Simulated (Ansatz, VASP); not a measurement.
Sb: VASP beside Ansatz

POSCAR

```
Sb
1.0
    0.0000000000      2.3712425216      2.3712425216
    2.3712425216      0.0000000000      2.3712425216
    2.3712425216      2.3712425216      0.0000000000
Sb
1
Direct
    0.0000000000      0.0000000000      0.0000000000
```

Contents of INCAR.step1:

```
PREC = Accurate
ENCUT = 520
EDIFF = 1E-5
ISMEAR = -1
SIGMA = 0.05
LREAL = F
LASPH = T
NELM = 80
ALGO = Normal
ISIF = 2
LWAVE = T
LCHARG = F
NBANDS = 8
GGA = PE
```

INCAR.step2

```
PREC = Accurate
ENCUT = 520
EDIFF = 1E-6
ISMEAR = -1
SIGMA = 0.05
LREAL = F
LASPH = T
NELM = 80
ALGO = Normal
ISIF = 2
LWAVE = F
LCHARG = F
GGA = PE
LHFCALC = T
HFSCREEN = 0.2079
PRECFOCK = Normal
NBANDS = 8
ISTART = 1
```

File KPOINTS:

```
regular mesh
0
Gamma
  6 6 6
```

input

```
crystal:
  lattice:
    - [0.0, 2.3712425216, 2.3712425216]
    - [2.3712425216, 0.0, 2.3712425216]
    - [2.3712425216, 2.3712425216, 0.0]
  atoms:
    - { symbol: Sb, position: [0.0, 0.0, 0.0] }
hamiltonian:
  xc: hse06
  pseudopotentials: { kind: paw }
kpoints:
  mp_grid: { grid: [6, 6, 6] }
scf:
  occupations: { method: fermi_dirac, width: 0.05 }
output:
  forces: true
  stress: true
  eigenvalues: true
```

Alike in both runs: task single point; functional HSE06; k mesh 6 × 6 × 6; occupations fermi-dirac, width 0.05 eV; no spin polarisation.

|  | VASP | Ansatz |
| --- | --- | --- |
| version | VASP 6.6.1 | Ansatz 0.2.0 |
| potentials or method | VASP PAW PBE potentials, release 64 (Sb) | Ansatz PAW |
| plane-wave cutoff (eV) | 520 | 420 |
| valence electrons in the cell | 5 | 15 |

```csv
,VASP,Ansatz,Ansatz less VASP
gap on the k mesh at the Fermi level (eV),none,none,-
pressure (GPa),-1.3,-0.2,+1.04
```

A gap of «none» marks a metal or a gap that the smearing closes. VASP's potentials hold 5 valence electrons a cell and Ansatz's 15, so a difference there can come from the potentials and not from the codes.

The k mesh is coarse, so the values compare programs but aren't converged. Neither program's run includes spin-orbit coupling.
